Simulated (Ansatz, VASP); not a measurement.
**Two plane-wave programs on BeCdS4**

```xyz
6
Lattice="5.5876 0.0000 0.0000 0.0000 5.5876 0.0000 0.0000 0.0000 3.8222" Properties=species:S:1:pos:R:3 pbc="T T T"
Be    0.0000    0.0000    1.4324
Cd    2.7938    2.7938    3.3127
S     0.7211    3.5574    1.4074
S     4.8664    2.0302    1.4074
S     2.0302    0.7211    1.4074
S     3.5574    4.8664    1.4074
```

Alike in both runs: functional PBE; k mesh 3 × 3 × 4; occupations gaussian, width 0.2 eV; no spin polarisation.

Ansatz relaxed the structure, and its values are those at the end. VASP's run is a single point on that final structure, the one shown.

|  | VASP | Ansatz |
| --- | --- | --- |
| version | VASP 6.6.1 | Ansatz 0.2.0 |
| potentials or method | VASP PAW PBE potentials, release 64 (Be, Cd, S), cutoff 520 eV | scalar-relativistic, plane waves, PAW |
| valence electrons in the cell | 38 | 46 |

|  | VASP | Ansatz | Ansatz less VASP |
| --- | --- | --- | --- |
| gap on the k mesh at the Fermi level (eV) | none | none | - |
| pressure (GPa) | -0.3 | -0.2 | +0.08 |
| rms of the force components (eV/Å) | 0.018 | 0.045 | +0.0268 |

A gap of «none» marks a metal or a gap that the smearing closes. VASP's potentials hold 38 valence electrons a cell and Ansatz's 46, so a difference there can come from the potentials and not from the codes.

The k mesh is coarse, so the values compare programs but aren't converged.
